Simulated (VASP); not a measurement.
# Mn (P6_3/mmc) in VASP: notebook

The runs below take Mn through single point, with PBEsol, LDA, PBE.

All numbers are computed with VASP 6.6.1; they aren't measurements. Logs are shortened: lines on timing, memory, paths and dates and some standing lists are left out, and cuts for length are marked.

### 1 The cell of the first run

Symmetry: P6_3/mmc, No. 194, hexagonal system. The conventional cell has a = 2.484 Å, b = 2.484 Å, c = 4.026 Å, α = 90.00°, β = 90.00°, γ = 120.00°. Mn (site symmetry -6m2) has 12 Mn at 2.47 to 2.48 Å within 3.3 Å.

This isn't the form of Mn at room conditions, which is a 58-atom cubic cell.

### 2 Single point, PBEsol, collinear spin, ferromagnetic start

INCAR reads:

```
SYSTEM = Mn
  PREC = Accurate
  ENCUT = 600
  EDIFF = 1E-6
  ISMEAR = -1
  SIGMA = 0.1
  LREAL = .FALSE.
  LASPH = .TRUE.
  NELM = 200
  ALGO = Normal
  ISIF = 2
  LWAVE = .FALSE.
  LCHARG = .FALSE.
  ISPIN = 2
  MAGMOM = 4 4
  LORBIT = 11
  LMAXMIX = 4
  GGA = PS
  NBANDS = 26
  GGA_COMPAT = .FALSE.
```

KPOINTS reads:

```
Automatic mesh
0
G
  10 10 6
  0 0 0
```

POSCAR reads:

```
Mn
1.0
    2.4836457705      0.0000000000      0.0000000000
   -1.2418228853      2.1509003313      0.0000000000
    0.0000000000      0.0000000000      4.0261950000
Mn
2
Direct
    0.3333333333      0.6666666667      0.2500000000
    0.6666666667      0.3333333333      0.7500000000
```

Potentials or basis: VASP PAW PBE potentials, release 64 (Mn_sv).

Started as:

```bash
cat potpaw_PBE.64/Mn_sv/POTCAR > POTCAR
mpirun -np 1 vasp_std > vasp.out
```

OUTCAR:

```text
SYSTEM = Mn
   PREC = Accurate
   ENCUT = 600
   EDIFF = 1E-6
   ISMEAR = -1
   LREAL = .FALSE.
   LASPH = .TRUE.
   NELM = 200
   ISIF = 2
   ISPIN = 2
   LORBIT = 11
   GGA = PS

 ion  position               nearest neighbor table
   1  0.333  0.667  0.250-   2 2.47   2 2.47   2 2.47   2 2.47   2 2.47   2 2.47
   2  0.667  0.333  0.750-   1 2.47   1 2.47   1 2.47   1 2.47   1 2.47   1 2.47

  LATTYP: Found a hexagonal cell.
 ALAT       =     2.4836457705
 C/A-ratio  =     1.6210826229

  Lattice vectors:

 A1 = (   2.4836457705,   0.0000000000,   0.0000000000)
 A2 = (  -1.2418228853,   2.1509003313,   0.0000000000)
 A3 = (   0.0000000000,   0.0000000000,   4.0261950000)

Analysis of symmetry for initial positions (statically):
=====================================================================
 Subroutine PRICEL returns:
 Original cell was already a primitive cell.

 Routine SETGRP: Setting up the symmetry group for a
 hexagonal supercell.

 Subroutine GETGRP returns: Found 24 space group operations
 (whereof 12 operations were pure point group operations)
 out of a pool of 24 trial point group operations.

The static configuration has the point symmetry D_3d.
 The point group associated with its full space group is D_6h.

Analysis of symmetry for dynamics (positions and initial velocities):
=====================================================================
 Subroutine PRICEL returns:
 Original cell was already a primitive cell.

 Routine SETGRP: Setting up the symmetry group for a
 hexagonal supercell.

 Subroutine GETGRP returns: Found 24 space group operations
 (whereof 12 operations were pure point group operations)
 out of a pool of 24 trial point group operations.

The dynamic configuration has the point symmetry D_3d.
 The point group associated with its full space group is D_6h.

Analysis of structural, dynamic, and magnetic symmetry:
=====================================================================
 Subroutine PRICEL returns:
 Original cell was already a primitive cell.

 Routine SETGRP: Setting up the symmetry group for a
 hexagonal supercell.

 Subroutine GETGRP returns: Found 24 space group operations
 (whereof 12 operations were pure point group operations)
 out of a pool of 24 trial point group operations.

The overall configuration has the point symmetry D_3d.
 The point group associated with its full space group is D_6h.

 Subroutine INISYM returns: Found 24 space group operations
 (whereof 12 operations are pure point group operations),
 and found     1 'primitive' translations

----------------------------------------------------------------------------------------

                                     Primitive cell

  volume of cell :      21.5082

  direct lattice vectors                    reciprocal lattice vectors
     2.483645770  0.000000000  0.000000000     0.402633907  0.232460795  0.000000000
    -1.241822885  2.150900331  0.000000000     0.000000000  0.464921589  0.000000000
     0.000000000  0.000000000  4.026195000     0.000000000  0.000000000  0.248373464

  length of vectors
     2.483645770  2.483645771  4.026195000     0.464921589  0.464921589  0.248373464

  position of ions in fractional coordinates (direct lattice)
     0.333333333  0.666666667  0.250000000
     0.666666667  0.333333333  0.750000000

  ion indices of the primitive-cell ions
   primitive index   ion index
                 1           1
                 2           2

----------------------------------------------------------------------------------------

 KPOINTS: Automatic mesh

Automatic generation of k-mesh.
 Grid dimensions read from file:
 generate k-points for:   10   10    6

 Generating k-lattice:

  Cartesian coordinates                     Fractional coordinates (reciprocal lattice)
     0.040263391  0.023246079  0.000000000     0.100000000  0.000000000  0.000000000
     0.000000000  0.046492159  0.000000000     0.000000000  0.100000000  0.000000000
     0.000000000  0.000000000  0.041395577     0.000000000  0.000000000  0.166666667

  Length of vectors
     0.046492159  0.046492159  0.041395577

  Shift w.r.t. Gamma in fractional coordinates (k-lattice)
     0.000000000  0.000000000  0.000000000

 Subroutine IBZKPT returns following result:
 ===========================================

 Found     56 irreducible k-points:

 Following reciprocal coordinates:
            Coordinates               Weight
  0.000000  0.000000  0.000000      1.000000
  0.100000  0.000000  0.000000      6.000000
  0.200000  0.000000  0.000000      6.000000
  0.300000  0.000000  0.000000      6.000000
  0.400000  0.000000  0.000000      6.000000
  0.500000  0.000000  0.000000      3.000000
[... 16 lines left out ...]
  0.300000  0.100000  0.166667     24.000000
  0.400000  0.100000  0.166667     24.000000
 [... further k-points ...]
   k-points           NKPTS =     56   k-points in BZ     NKDIM =     56   number of bands    NBANDS=     26
   number of dos      NEDOS =    301   number of ions     NIONS =      2
   total plane-waves  NPLWV =  12800
   dimension x,y,z NGX =    20 NGY =   20 NGZ =   32
   dimension x,y,z NGXF=    40 NGYF=   40 NGZF=   64
   ions per type =               2
   NGX,Y,Z   is equivalent  to a cutoff of  13.39, 13.39, 13.21 a.u.
   NGXF,Y,Z  is equivalent  to a cutoff of  26.77, 26.77, 26.43 a.u.
 SYSTEM =  Mn
   PREC   = accura    normal or accurate (medium, high low for compatibility)
   ISTART =      0    job   : 0-new  1-cont  2-samecut
   ICHARG =      2    charge: 1-file 2-atom 10-const
   ISPIN  =      2    spin polarized calculation?
   LNONCOLLINEAR =      F non collinear calculations
   LSORBIT =      F    spin-orbit coupling
   LASPH  =      T    aspherical Exc in radial PAW
   ENCUT  =  600.0 eV  44.10 Ry    6.64 a.u.   4.96  4.96  8.04*2*pi/ulx,y,z
   NELM   =    200;   NELMIN=  2; NELMDL= -5     # of ELM steps
   EDIFF  = 0.1E-05   stopping-criterion for ELM
   LREAL  =      F    real-space projection
   EDIFFG = 0.1E-04   stopping-criterion for IOM
   NSW    =      0    number of steps for IOM
   IBRION =     -1    ionic relax: 0-MD 1-quasi-New 2-CG
   NFREE  =      0    steps in history (QN), initial steepest desc. (CG)
   ISIF   =      2    stress and relaxation
   ISYM   =      2    0-nonsym 1-usesym 2-fastsym
   POTIM  = 0.5000    time-step for ionic-motion
   TEBEG  =    0.0;   TEEND  =   0.0 temperature during run
   PSTRESS=    0.0 pullay stress
   NELECT =      30.0000    total number of electrons
   NUPDOWN=      -1.0000    fix difference up-down
   EMIN   =  10.00;   EMAX   =-10.00  energy-range for DOS
   EFERMI =   0.00;   METHOD = LEGACY
   ISMEAR =    -1;   SIGMA  =   0.10  broadening in eV -4-tet -1-fermi 0-gaus
   EFERMI_NEDOS =   21; number of points for ismear=-14 and -15
   IALGO  =     38    algorithm
   IMIX   =      4    mixing-type and parameters
     AMIX     =   0.40;   BMIX     =  1.00
     AMIX_MAG =   1.60;   BMIX_MAG =  1.00
  volume/ion in A,a.u.               =      10.75        72.57
  Fermi-wavevector in a.u.,A,eV,Ry     =   1.829140  3.456574 45.521746  3.345754
  Thomas-Fermi vector in A             =   2.883881
   LORBIT       =     11    0 simple, 1 ext, 2 COOP (PROOUT), +10 PAW based schemes
   GGA     = PS    functional components
   LHFCALC =     F    Hartree Fock is set to
   AEXX    =    0.0000 exact exchange contribution
   IVDW    =     0    specifies the selected vdW correction
   LEPSILON=     F    determine dielectric tensor
   LRPA    =     F    only Hartree local field effects (RPA)
 spin polarized calculation
  energy-cutoff  :      600.00
  volume of cell :       21.51
 maximum number of plane-waves:       744
 NGX is ok and might be reduce to    20
   NGX =  9   NGY =  9   NGZ = 17

 number of electron      30.0000032 magnetization       1.2509381

 number of electron      30.0000032 magnetization      -0.0007267

 Free energy of the ion-electron system (eV)
  ---------------------------------------------------
  ext. energy  EPLUGINS =         0.00000000
  ---------------------------------------------------
  free energy    TOTEN  =       -19.65672617 eV

  energy without entropy =      -19.56217626  energy(sigma->0) =      -19.60945122

 E-fermi :  13.6647     XC(G=0): -14.3128

 val. band max:       13.6365994001   @ k =   0.4000   0.1000   0.3333
 cond. band min:      13.6734813738   @ k =   0.1000   0.0000   0.0000
 fundamental gap:      0.0368819736
 Fermi energy:        13.6646777643

 spin component 1

 k-point     1 :       0.0000    0.0000    0.0000
  band No.  band energies     occupation
      1     -65.2456      1.00000
      2     -65.0825      1.00000
      3     -34.4253      1.00000
      4     -33.7507      1.00000
      5     -33.7507      1.00000
      6     -33.6448      1.00000
[... 18 lines left out ...]
     25      39.7590      0.00000
     26      39.7600      0.00000
[... 644 lines left out ...]
      4     -34.2212      1.00000
      5     -34.0287      1.00000
      6     -33.9290      1.00000
[... 18 lines left out ...]
     25      31.9823      0.00000
     26      33.7727      0.00000

 [... further k-points ...]

 spin component 2

 k-point     1 :       0.0000    0.0000    0.0000
  band No.  band energies     occupation
      1     -65.2461      1.00000
      2     -65.0829      1.00000
      3     -34.4257      1.00000
      4     -33.7512      1.00000
      5     -33.7512      1.00000
      6     -33.6453      1.00000
[... 18 lines left out ...]
     25      39.7588      0.00000
     26      39.7589      0.00000
[... 644 lines left out ...]
      4     -34.2216      1.00000
      5     -34.0291      1.00000
      6     -33.9294      1.00000
[... 18 lines left out ...]
     25      31.9820      0.00000
     26      33.7724      0.00000

 [... further k-points ...]

------------------------ aborting loop because EDIFF is reached ----------------------------------------

  FORCE on cell =-STRESS in cart. coord.  units (eV):
  Direction    XX          YY          ZZ          XY          YZ          ZX
  --------------------------------------------------------------------------------------
  -------------------------------------------------------------------------------------
  Total       -1.9247686     -1.9247686     -2.0304121      0.0000000     -0.0000000      0.0000000
  in kB     -143.3786106   -143.3786106   -151.2481348      0.0000000     -0.0000000      0.0000000
  external PRESSURE =    -146.0017853 kB  Pullay stress =       0.0000000 kB

 VOLUME and BASIS-vectors are now :
 -----------------------------------------------------------------------------
  energy-cutoff  :      600.00
  volume of cell :       21.51
      direct lattice vectors                 reciprocal lattice vectors
     2.483645770  0.000000000  0.000000000     0.402633907  0.232460795  0.000000000
    -1.241822885  2.150900331  0.000000000     0.000000000  0.464921589  0.000000000
     0.000000000  0.000000000  4.026195000     0.000000000  0.000000000  0.248373464

 POSITION                                       TOTAL-FORCE (eV/Angst)
 -----------------------------------------------------------------------------------
     -0.00000      1.43393      1.00655         0.000000      0.000000      0.000000
      1.24182      0.71697      3.01965        -0.000000     -0.000000      0.000000
 -----------------------------------------------------------------------------------
    total drift:                               -0.000000      0.000000     -0.000000

  FREE ENERGIE OF THE ION-ELECTRON SYSTEM (eV)
  ---------------------------------------------------
  free  energy   TOTEN  =       -19.6567261747 eV

  energy  without entropy=      -19.5621762621  energy(sigma->0) =      -19.60945122

 total charge

# of ion       s       p       d       tot
------------------------------------------
    1        2.254   6.082   4.680  13.016
    2        2.254   6.082   4.680  13.016
--------------------------------------------------
tot          4.508  12.163   9.361  26.032

 magnetization (x)

# of ion       s       p       d       tot
------------------------------------------
    1        0.000  -0.000  -0.000  -0.000
    2        0.000  -0.000  -0.000  -0.000
--------------------------------------------------
tot          0.000  -0.000  -0.000  -0.000
```

Run time: 29 s. Hardware: 1 thread of Intel Xeon 6975P-C (Granite Rapids), shared host; peak memory 0.17 GiB.

Results:

```yaml
Free_energy: -19.6567 eV
Pressure: -14.6 GPa
Band_gap_on_the_k_mesh: zero (filled and empty bands overlap)
Net_moment: 0.00 μB per cell
Valence_electrons_inside_the_program's_atomic_spheres: Mn 13.02
```

Stress tensor (GPa, compression positive):
```
-14.34   0.00   0.00
  0.00 -14.34   0.00
  0.00   0.00 -15.12
```

Caveat: the cell stands under tension; the PAW data sets were made with another functional, which shifts forces and pressure a little.

### 3 Single point, LDA, collinear spin, ferromagnetic start

This run uses another cell than the first one, of 11.18 Å³/atom.

INCAR reads:

```
PREC = Accurate
ENCUT = 520
EDIFF = 1E-7
ISMEAR = -1
SIGMA = 0.05
LREAL = F
LASPH = T
NELM = 150
ALGO = Fast
ISIF = 2
LWAVE = F
LCHARG = T
ISPIN = 2
MAGMOM = 4 4
LORBIT = 11
LMAXMIX = 4
GGA = CA
LELF = T
LVHAR = T
NBANDS = 24
```

KPOINTS reads:

```
regular mesh
0
Gamma
  12 12 7
```

POSCAR reads:

```
Mn
1.0
    2.5163290681      0.0000000000      0.0000000000
   -1.2581645341      2.1792048973      0.0000000000
    0.0000000000      0.0000000000      4.0791773259
Mn
2
Direct
    0.3333333333      0.6666666667      0.2500000000
    0.6666666667      0.3333333333      0.7500000000
```

Potentials or basis: VASP PAW LDA potentials, release 64 (Mn_pv).

Started as:

```bash
cat potpaw_LDA.64/Mn_pv/POTCAR > POTCAR
mpirun -np 1 vasp_std > vasp.out
```

Wall time 46 s (1 thread of AMD EPYC 9R45 (Zen 5), shared host); peak memory 0.13 GiB.

The run converged. Its results:

* Free energy: -20.0955 eV
* Pressure: -27.9 GPa
* Band gap on the k mesh: zero (filled and empty bands overlap)
* Net moment: 0.00 μB per cell
* Valence electrons inside the program's atomic spheres: Mn 11.92

Stress tensor (GPa, compression positive):
```
-27.53   0.00   0.00
  0.00 -27.53   0.00
  0.00   0.00 -28.59
```

Levels at points of the mesh, in eV from the Fermi level:
Spin up:
| k point | band 11 | band 12 | band 13 | band 14 | band 15 | band 16 |
| --- | --- | --- | --- | --- | --- | --- |
| (0.00, 0.00, 0.00) | -0.89 | -0.45 | -0.45 | 0.05 | 0.05 | 0.76 |
| (0.50, 0.00, 0.00) | -1.09 | -0.88 | -0.40 | 1.73 | 1.85 | 1.93 |
Spin down:
```csv
k point,band 10,band 11,band 12,band 13,band 14,band 15,band 16,band 17
"(0.00, 0.00, 0.00)",-0.89,-0.89,-0.45,-0.45,0.05,0.05,0.76,1.52
"(0.50, 0.00, 0.00)",-1.25,-1.09,-0.88,-0.40,1.73,1.85,1.93,3.44
```

Caveat: the cell stands under tension.

[end of part 1 of 2]
